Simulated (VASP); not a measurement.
Wanted: the native input for a VASP 6.6.1 run.

| Property | Result |
| --- | --- |
| Task | relaxation of cell and atoms |
| Functional | PBE |
| Potentials or basis | VASP PAW PBE potentials, release 64 (Zn) |
| Cutoff | 600 eV |
| k mesh | 15 × 15 × 8 |
| Occupations | fermi-dirac, width 0.15 eV |
| Spin | no spin polarisation |
| Dipole correction | no |
| Further INCAR settings | ALGO = Fast; EDIFF = 1e-06; IBRION = 2; EDIFFG = -0.001; NSW = 80; ISIF = 3 |

The structure of Zn lies in POSCAR:

```
Zn
1.0
    2.6349473066      0.0000000000      0.0000000000
   -1.3174736533      2.2819313051      0.0000000000
    0.0000000000      0.0000000000      5.0925649621
Zn
2
Direct
    0.3333333333      0.6666666667      0.2500000000
    0.6666666667      0.3333333333      0.7500000000
```

These files were run (other wordings do the same):

INCAR

```
PREC = Accurate
ENCUT = 600
EDIFF = 1E-6
ISMEAR = -1
SIGMA = 0.15
LREAL = False
LASPH = True
NELM = 80
ALGO = Fast
ISIF = 3
LWAVE = False
LCHARG = False
GGA = PE
IBRION = 2
NSW = 80
EDIFFG = -0.001
```

KPOINTS

```
regular mesh
0
Gamma
  15 15 8
```

Potentials or basis: VASP PAW PBE potentials, release 64 (Zn).

Launch:

```console
$ cat potpaw_PBE.64/Zn/POTCAR > POTCAR
$ mpirun -np 1 vasp_std > vasp.out
```

Results of the run:

- Relaxed volume: 15.41 Å³/atom
- Relaxed cell: a = 2.638 Å, b = 2.638 Å, c = 5.112 Å, α = 90.00°, β = 90.00°, γ = 120.00°
- Space group after relaxing (to 0.1 Å): P6_3/mmc (No. 194)
- Energy gained by relaxing: 0.1 meV/atom
- Ionic steps: 41
- Pressure after relaxing: 0.0 GPa
- Band gap on the k mesh: zero (bands 12 and 13 overlap by 5.08 eV)

Wall time 15 min on 1 thread of Intel(R) Xeon(R) Platinum 8259CL CPU @ 2.50GHz (Skylake/Cascade Lake), with other jobs on the host, peak memory 0.22 GiB.
